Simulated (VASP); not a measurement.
# Pt (P6_3/mmc) in VASP: a series of runs

Runs on Pt. Level: LDA. Tasks: single point.

Everything below comes from runs of VASP 6.6.1. Logs are shortened: lines on timing, memory, paths and dates and some standing lists are left out, and cuts for length are marked.

## Step 1: The cell of the first run

The structure is hexagonal, space group P6_3/mmc (No. 194). The conventional cell has a = 2.667 Å, b = 2.667 Å, c = 4.605 Å, α = 90.00°, β = 90.00°, γ = 120.00°. Pt (site symmetry -6m2) has 12 Pt at 2.67 to 2.77 Å within 3.5 Å.

This isn't the form of Pt at room conditions, which is fcc.

## Step 2: Single point, LDA (14.19 Å³/atom)

The input, INCAR:

```
  ALGO = Normal
  EDIFF = 1E-6
  ENCUT = 570
  GGA = CA
  GGA_COMPAT = False
  ISIF = 2
  ISMEAR = 0
  LASPH = True
  LCHARG = True
  LELF = True
  LREAL = False
  LVHAR = True
  LWAVE = False
  NBANDS = 25
  NELM = 120
  PREC = Accurate
  SIGMA = 0.15
```

The input, KPOINTS:

```
k-points
0
Gamma
  21 21 10
```

The input, POSCAR:

```
Pt
1.0
    2.6670688980      0.0000000000      0.0000000000
   -1.3335344490      2.3097494193      0.0000000000
    0.0000000000      0.0000000000      4.6053244732
Pt
2
Direct
    0.6666666667      0.3333333333      0.7500000000
    0.3333333333      0.6666666667      0.2500000000
```

Potentials or basis: VASP PAW LDA potentials, release 64 (Pt_sv_GW).

Run with:

```sh
$ cat potpaw_LDA.64/Pt_sv_GW/POTCAR > POTCAR
$ mpirun -np 1 vasp_std > vasp.out
```

OUTCAR:

```text
EDIFF = 1E-6
   ENCUT = 570
   GGA = CA
   ISIF = 2
   ISMEAR = 0
   LASPH = True
   LREAL = False
   NELM = 120
   PREC = Accurate

 ion  position               nearest neighbor table
   1  0.667  0.333  0.750-   2 2.77   2 2.77   2 2.77   2 2.77   2 2.77   2 2.77
   2  0.333  0.667  0.250-   1 2.77   1 2.77   1 2.77   1 2.77   1 2.77   1 2.77

  LATTYP: Found a hexagonal cell.
 ALAT       =     2.6670688980
 C/A-ratio  =     1.7267362222

  Lattice vectors:

 A1 = (   2.6670688980,   0.0000000000,   0.0000000000)
 A2 = (  -1.3335344490,   2.3097494193,   0.0000000000)
 A3 = (   0.0000000000,   0.0000000000,   4.6053244732)

Analysis of symmetry for initial positions (statically):
=====================================================================
 Subroutine PRICEL returns:
 Original cell was already a primitive cell.

 Routine SETGRP: Setting up the symmetry group for a
 hexagonal supercell.

 Subroutine GETGRP returns: Found 24 space group operations
 (whereof 12 operations were pure point group operations)
 out of a pool of 24 trial point group operations.

The static configuration has the point symmetry D_3d.
 The point group associated with its full space group is D_6h.

Analysis of symmetry for dynamics (positions and initial velocities):
=====================================================================
 Subroutine PRICEL returns:
 Original cell was already a primitive cell.

 Routine SETGRP: Setting up the symmetry group for a
 hexagonal supercell.

 Subroutine GETGRP returns: Found 24 space group operations
 (whereof 12 operations were pure point group operations)
 out of a pool of 24 trial point group operations.

The dynamic configuration has the point symmetry D_3d.
 The point group associated with its full space group is D_6h.

 Subroutine INISYM returns: Found 24 space group operations
 (whereof 12 operations are pure point group operations),
 and found     1 'primitive' translations

----------------------------------------------------------------------------------------

                                     Primitive cell

  volume of cell :      28.3700

  direct lattice vectors                    reciprocal lattice vectors
[... 76 lines left out ...]
   NGXF,Y,Z  is equivalent  to a cutoff of  29.92, 29.92, 25.99 a.u.
 SYSTEM =  unknown system
   PREC   = accura    normal or accurate (medium, high low for compatibility)
   ISTART =      0    job   : 0-new  1-cont  2-samecut
   ICHARG =      2    charge: 1-file 2-atom 10-const
   ISPIN  =      1    spin polarized calculation?
   LNONCOLLINEAR =      F non collinear calculations
   LSORBIT =      F    spin-orbit coupling
   LASPH  =      T    aspherical Exc in radial PAW
   ENCUT  =  570.0 eV  41.89 Ry    6.47 a.u.   5.19  5.19  8.97*2*pi/ulx,y,z
   NELM   =    120;   NELMIN=  2; NELMDL= -5     # of ELM steps
   EDIFF  = 0.1E-05   stopping-criterion for ELM
   LREAL  =      F    real-space projection
   EDIFFG = 0.1E-04   stopping-criterion for IOM
   NSW    =      0    number of steps for IOM
   IBRION =     -1    ionic relax: 0-MD 1-quasi-New 2-CG
   NFREE  =      0    steps in history (QN), initial steepest desc. (CG)
   ISIF   =      2    stress and relaxation
   ISYM   =      2    0-nonsym 1-usesym 2-fastsym
   POTIM  = 0.5000    time-step for ionic-motion
   TEBEG  =    0.0;   TEEND  =   0.0 temperature during run
   PSTRESS=    0.0 pullay stress
   NELECT =      36.0000    total number of electrons
   NUPDOWN=      -1.0000    fix difference up-down
   EMIN   =  10.00;   EMAX   =-10.00  energy-range for DOS
   EFERMI =   0.00;   METHOD = LEGACY
   ISMEAR =     0;   SIGMA  =   0.15  broadening in eV -4-tet -1-fermi 0-gaus
   EFERMI_NEDOS =   21; number of points for ismear=-14 and -15
   IALGO  =     38    algorithm
   IMIX   =      4    mixing-type and parameters
     AMIX     =   0.40;   BMIX     =  1.00
     AMIX_MAG =   1.60;   BMIX_MAG =  1.00
  volume/ion in A,a.u.               =      14.19        95.73
  Fermi-wavevector in a.u.,A,eV,Ry     =   1.772376  3.349305 42.740213  3.141317
  Thomas-Fermi vector in A             =   2.838781
   LORBIT       =      0    0 simple, 1 ext, 2 COOP (PROOUT), +10 PAW based schemes
   GGA     = CA    functional components
   LHFCALC =     F    Hartree Fock is set to
   AEXX    =    0.0000 exact exchange contribution
   IVDW    =     0    specifies the selected vdW correction
   LEPSILON=     F    determine dielectric tensor
   LRPA    =     F    only Hartree local field effects (RPA)
 non-spin polarized calculation
 Gauss-broadening in eV      SIGMA  =   0.15
  energy-cutoff  :      570.00
  volume of cell :       28.37
 maximum number of plane-waves:       893
 NGX is ok and might be reduce to    24
   NGX = 11   NGY = 11   NGZ = 17

 number of electron      35.9999999 magnetization

 Free energy of the ion-electron system (eV)
  ---------------------------------------------------
  ext. energy  EPLUGINS =         0.00000000
  ---------------------------------------------------
  free energy    TOTEN  =       -14.46517523 eV

  energy without entropy =      -14.42699920  energy(sigma->0) =      -14.44608721

 E-fermi :  11.6133     XC(G=0): -14.7680

 val. band max:       11.6126091343   @ k =   0.3810   0.0476   0.0000
 cond. band min:      11.6133080805   @ k =   0.2381   0.1905   0.2000
 fundamental gap:      0.0006989462
 Fermi energy:        11.6132597886

 k-point     1 :       0.0000    0.0000    0.0000
  band No.  band energies     occupation
      1     -86.8582      2.00000
      2     -86.8236      2.00000
      3     -41.4462      2.00000
      4     -41.0812      2.00000
      5     -41.0812      2.00000
      6     -41.0199      2.00000
[... 661 lines left out ...]
     24      28.2448      0.00000
     25      30.1875      0.00000

 [... further k-points ...]
[... 5 lines left out ...]
  --------------------------------------------------------------------------------------
  -------------------------------------------------------------------------------------
  Total        2.9310793      2.9310793      2.3822115      0.0000000     -0.0000000      0.0000000
  in kB      165.5307994    165.5307994    134.5338473      0.0000000     -0.0000000      0.0000000
  external PRESSURE =     155.1984820 kB  Pullay stress =       0.0000000 kB

 VOLUME and BASIS-vectors are now :
 -----------------------------------------------------------------------------
  energy-cutoff  :      570.00
  volume of cell :       28.37
      direct lattice vectors                 reciprocal lattice vectors
     2.667068898  0.000000000  0.000000000     0.374943445  0.216473699  0.000000000
    -1.333534449  2.309749419  0.000000000     0.000000000  0.432947398  0.000000000
     0.000000000  0.000000000  4.605324473     0.000000000  0.000000000  0.217139966

 POSITION                                       TOTAL-FORCE (eV/Angst)
 -----------------------------------------------------------------------------------
      1.33353      0.76992      3.45399         0.000000     -0.000000      0.000000
     -0.00000      1.53983      1.15133        -0.000000      0.000000      0.000000
 -----------------------------------------------------------------------------------
    total drift:                               -0.000000      0.000000     -0.000000

  FREE ENERGIE OF THE ION-ELECTRON SYSTEM (eV)
  ---------------------------------------------------
  free  energy   TOTEN  =       -14.4651752284 eV

  energy  without entropy=      -14.4269991966  energy(sigma->0) =      -14.44608721
```

stdout:

```text
POSCAR found type information on POSCAR Pt
 POSCAR found :  1 types and       2 ions
 scaLAPACK will be used
 LDA part: xc-table for (Slater(with rela. corr.)+CA(PZ))
 , standard interpolation
 POSCAR, INCAR and KPOINTS ok, starting setup
 FFT: planning ... GRIDC
 FFT: planning ... GRID_SOFT
 FFT: planning ... GRID
 WAVECAR not read
 entering main loop
```

It took 2.3 min on 1 thread of Intel Xeon Platinum 8259CL at 2.50GHz (Skylake/Cascade Lake), shared host; peak memory 0.3 GiB.

Results:

| Item | Value |
| --- | --- |
| Free energy | -14.4652 eV |
| Pressure | 15.5 GPa |
| Band gap on the k mesh | zero (bands 18 and 19 overlap by 1.51 eV) |

Caveat: the cell stands under pressure; spin-orbit coupling is left out, which moves the levels of the heavy elements.

## Step 3: Single point, LDA, collinear spin (14.19 Å³/atom)

The input, INCAR:

```
  PREC = Accurate
  ENCUT = 570
  EDIFF = 1E-6
  ISMEAR = 0
  SIGMA = 0.15
  LREAL = False
  LASPH = True
  NELM = 200
  ALGO = Normal
  ISIF = 2
  LWAVE = False
  LCHARG = True
  ISPIN = 2
  MAGMOM = 0.2 0.2
  LORBIT = 11
  NUPDOWN = 0.4
  LMAXMIX = 4
  GGA = CA
  LELF = True
  LVHAR = True
  NBANDS = 29
  GGA_COMPAT = False
```

The input, KPOINTS:

```
Automatic mesh
0
Gamma
  21 21 10
```

POSCAR is that of step 2.

Potentials or basis: VASP PAW LDA potentials, release 64 (Pt_sv_GW).

Run with:

```sh
$ cat potpaw_LDA.64/Pt_sv_GW/POTCAR > POTCAR
$ mpirun -np 1 vasp_std > vasp.out
```

It took 2.8 min on 1 thread of Intel Xeon 6975P-C (Granite Rapids), shared host; peak memory 0.44 GiB.

Results (log left out):

| Quantity | Value |
| --- | --- |
| Free energy | -14.4535 eV |
| Pressure | 15.7 GPa |
| Net moment | 0.40 μB per cell |
| Site moments | Pt +0.21 μB |

Stress tensor (GPa, compression positive):
```
17.03  0.00  0.00
 0.00 17.03  0.00
 0.00  0.00 13.15
```

Caveat: the cell stands under pressure; spin-orbit coupling is left out, which moves the levels of the heavy elements; the total moment is fixed, so each spin has its own Fermi level and the state may be an excited one.
